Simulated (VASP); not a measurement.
A run of VASP 6.6.1 is set up as follows.

INCAR

```
  ALGO = Normal
  EDIFF = 1E-6
  ENCUT = 500
  GGA = PE
  GGA_COMPAT = False
  ISIF = 2
  ISMEAR = 0
  LASPH = True
  LCHARG = False
  LREAL = False
  LWAVE = False
  NBANDS = 36
  NELM = 120
  PREC = Accurate
  SIGMA = 0.01
```

File KPOINTS:

```
k-points
0
Gamma
  8 8 6
```

Contents of POSCAR:

```
Ge
1.0
    4.0008101680      0.0000000000      0.0000000000
    0.0000000000      4.0008101680      0.0000000000
    0.0000000000      0.0000000000      5.7145800000
Ge
4
Direct
    0.0000000000      0.0000000000      0.0000000000
    0.5000000000      0.0000000000      0.2500000000
    0.5000000000      0.5000000000      0.5000000000
    0.0000000000      0.5000000000      0.7500000000
```

Potentials or basis: VASP PAW PBE potentials, release 64 (Ge_d).

Command:

```sh
$ cat potpaw_PBE.64/Ge_d/POTCAR > POTCAR
$ mpirun -np 1 vasp_std > vasp.out
```

Predict the band gap on the k mesh.

zero (filled and empty bands touch).

What does it give for the pressure?

2.8 GPa.

Stress tensor (GPa, compression positive):
```
3.08 0.00 0.00
0.00 3.08 0.00
0.00 0.00 2.27
```

Caveat: semilocal functionals underestimate gaps, so a narrow gap can read as zero.
